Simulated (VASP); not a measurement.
SnO2: single point with LDA

Crystal: SnO2.

```
CELL_PARAMETERS angstrom
4.64559 0.00000 0.00000
0.00000 4.64608 0.00000
0.00000 0.00000 3.13846
ATOMIC_POSITIONS crystal
Sn 0.50000 0.50000 0.50000
Sn 0.00000 0.00000 0.00000
O 0.30599 0.27157 0.00000
O 0.80599 0.22843 0.50000
O 0.19401 0.77157 0.50000
O 0.69401 0.72843 0.00000
```

This cell differs from its parent crystal: atoms shifted along a free coordinate.

```json
{"Program": "VASP 6.6.1", "Task": "single point", "Functional": "LDA", "Potentials or basis": "VASP PAW LDA potentials, release 64 (Sn_d, O)", "Cutoff": "520 eV", "k mesh": "6 × 6 × 8", "Occupations": "gaussian, width 0.05 eV", "Spin": "no spin polarisation"}
```

```
Pressure               : 13.2 GPa
Largest force          : 2.848 eV/Å
Band gap on the k mesh : 1.59 eV
```

Forces in eV/Å, atoms in the order of the input:
```
Sn   0.000  0.000  0.000
Sn   0.000  0.000  0.000
O    2.006  2.021  0.000
O    2.006 -2.021  0.000
O   -2.006  2.021  0.000
O   -2.006 -2.021  0.000
```

Stress tensor (GPa, compression positive):
```
19.63  0.00  0.00
 0.00 12.30  0.00
 0.00  0.00  7.61
```

Levels at points of the mesh, in eV from the valence-band top:
| k point | band 23 | band 24 | band 25 | band 26 | band 27 | band 28 | band 29 | band 30 |
| --- | --- | --- | --- | --- | --- | --- | --- | --- |
| (0.00, 0.00, 0.00) | -1.16 | -0.81 | -0.72 | 0.00 | 1.59 | 6.26 | 6.26 | 7.10 |
| (0.50, 0.00, 0.00) | -1.16 | -1.16 | -0.56 | -0.56 | 5.02 | 5.02 | 7.83 | 7.83 |
| (0.00, 0.50, 0.00) | -1.15 | -1.15 | -0.43 | -0.43 | 4.85 | 4.85 | 7.20 | 7.20 |
| (0.50, 0.50, 0.00) | -1.32 | -1.32 | -0.85 | -0.85 | 5.76 | 5.76 | 7.89 | 7.89 |
| (0.00, 0.00, 0.50) | -1.84 | -1.84 | -1.19 | -1.19 | 6.40 | 6.40 | 9.51 | 9.51 |
| (0.50, 0.00, 0.50) | -1.28 | -1.28 | -0.45 | -0.45 | 6.68 | 6.68 | 7.87 | 7.87 |
| (0.00, 0.50, 0.50) | -0.99 | -0.99 | -0.77 | -0.77 | 6.80 | 6.80 | 7.95 | 7.95 |
| (0.50, 0.50, 0.50) | -0.78 | -0.78 | -0.75 | -0.75 | 4.34 | 4.34 | 9.42 | 9.42 |

It took 3.7 min on 1 thread of Intel Xeon 8259CL, on a shared host, peak memory 0.26 GiB.

Caveat: the cell differs from its parent crystal (atoms shifted along a free coordinate); the cell stands under pressure; spin-orbit coupling is left out, which moves the levels of the heavy elements; forces of over 1 eV/Å act on the atoms, so gaps and moduli don't describe the material at rest.
